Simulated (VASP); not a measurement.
# GaO2: relaxation of cell and atoms with PBE

GaO2:

```
Ga O
1.0
     1.31509    0.75927    5.09182
    -1.31509    0.75927    5.09182
     0.00000   -1.51853    5.09182
Ga O
1 2
Direct
  0.00000 0.00000 0.00000
  0.74840 0.74840 0.74840
  0.58490 0.58490 0.58490
```

```yaml
Program: VASP 6.6.1
Task: relaxation of cell and atoms
Functional: PBE
Potentials_or_basis: VASP PAW PBE potentials, release 64 (Ga_d, O)
Cutoff: 600 eV
k_mesh: 6 × 6 × 6
Occupations: gaussian, width 0.1 eV
Spin: collinear spin, ferromagnetic start
Starting_moments: "[0.0, 0.52, 0.52] μB"
Dipole_correction: no
Further_INCAR_settings: ALGO = Normal; EDIFF = 1e-07; IBRION = 2; EDIFFG = -0.04; NSW = 90; ISIF = 3
```

```json
{
 "Relaxed volume": "13.30 Å³/atom",
 "Relaxed cell": "a = 5.415 Å, b = 5.415 Å, c = 5.415 Å, α = 32.13°, β = 32.13°, γ = 32.13°",
 "Space group after relaxing (to 0.1 Å)": "R3m (No. 160)",
 "Energy gained by relaxing": "498.3 meV/atom",
 "Ionic steps": "19",
 "Pressure after relaxing": "-0.2 GPa",
 "Largest force after relaxing": "0.031 eV/Å",
 "Band gap on the k mesh": "0.45 eV",
 "Net moment": "1.00 μB per cell",
 "Site moments": "Ga -0.04; O +0.44 μB",
 "Valence electrons inside the program's atomic spheres": "Ga 11.57; O 4.91"
}
```

Forces on the atoms (eV/Å):
```
Ga   0.000  0.000  0.013
O    0.000  0.000  0.018
O    0.000  0.000 -0.031
```

Stress tensor (GPa, compression positive):
```
-0.44  0.00  0.00
 0.00 -0.44  0.00
 0.00  0.00  0.30
```

Step by step:
| step | energy change (eV) | largest force (eV/Å) | pressure (GPa) | volume (Å³) |
| --- | --- | --- | --- | --- |
| 1 | 0.0000 | 0.7077 | 27.96 | 30.51 |
| 2 | -1.1957 | 2.1674 | -9.85 | 38.73 |
| 3 | -1.1954 | 2.1649 | -9.62 | 38.63 |
| 4 | -1.1813 | 2.4980 | 0.50 | 37.67 |
| 5 | -1.4489 | 0.4295 | -5.62 | 38.17 |
| 6 | -1.4493 | 0.3573 | -5.48 | 38.16 |
| 7 | -1.4756 | 0.1227 | 3.45 | 36.06 |
| 8 | -1.4839 | 0.0482 | 0.32 | 36.72 |
| 9 | -1.4846 | 0.0663 | 0.25 | 36.81 |
| 10 | -1.4862 | 0.1271 | 0.11 | 37.07 |
| 11 | -1.4875 | 0.2454 | -0.17 | 37.58 |
| 12 | -1.4877 | 0.2395 | -0.15 | 37.60 |
| 13 | -1.4884 | 0.2228 | -0.09 | 37.68 |
| 14 | -1.4895 | 0.1886 | 0.05 | 37.82 |
| 15 | -1.4914 | 0.1176 | 0.31 | 38.11 |
| 16 | -1.4932 | 0.0730 | 0.87 | 38.69 |
| 17 | -1.4932 | 0.1079 | 1.01 | 38.81 |
| 18 | -1.4942 | 0.0788 | 0.57 | 39.20 |
| 19 | -1.4948 | 0.0314 | -0.19 | 39.91 |

Final structure:
```yaml
crystal:
  lattice:
    - [1.49839, 0.86509, 5.13137]
    - [-1.49839, 0.86509, 5.13137]
    - [0.00000, -1.73019, 5.13137]
  atoms:
    - { symbol: Ga, position: [0.99994, 0.99994, 0.99994] }
    - { symbol: O, position: [0.73592, 0.73592, 0.73592] }
    - { symbol: O, position: [0.59744, 0.59744, 0.59744] }
```

Levels at points of the mesh, in eV from the valence-band top:
Spin up:
```csv
k point,band 9,band 10,band 11,band 12,band 13,band 14,band 15,band 16,band 17
"(0.00, 0.00, 0.00)",-1.37,-1.37,-0.41,-0.41,-0.39,1.85,8.30,10.41,12.91
"(0.50, 0.00, 0.00)",-4.01,-3.12,-2.58,-0.70,-0.21,5.75,7.26,11.25,12.90
"(0.50, 0.50, 0.00)",-3.88,-3.20,-2.63,-0.63,-0.42,5.83,7.39,11.21,13.03
"(0.50, 0.50, 0.50)",-1.39,-1.39,-1.21,-0.38,-0.38,2.27,7.23,12.88,12.88
```
Spin down:
| k point | band 9 | band 10 | band 11 | band 12 | band 13 | band 14 | band 15 | band 16 |
| --- | --- | --- | --- | --- | --- | --- | --- | --- |
| (0.00, 0.00, 0.00) | -1.02 | -1.02 | -0.03 | -0.03 | 1.50 | 2.35 | 8.47 | 11.01 |
| (0.50, 0.00, 0.00) | -2.92 | -2.57 | -2.29 | -0.33 | 1.71 | 5.93 | 7.39 | 11.32 |
| (0.50, 0.50, 0.00) | -3.00 | -2.45 | -2.33 | -0.26 | 1.45 | 6.03 | 7.54 | 11.32 |
| (0.50, 0.50, 0.50) | -1.04 | -1.04 | 0.00 | 0.00 | 0.45 | 2.93 | 7.51 | 12.80 |

Run time: 21 min on 1 thread of AMD EPYC 9R45 96-Core Processor (Zen 5) (shared host), peak memory 0.31 GiB.

Caveat: the k points lie up to 0.41 Å⁻¹ apart in the final cell; the volume moved by over 15 % at a fixed basis, so the end points are rough. A k mesh can miss the band edges.
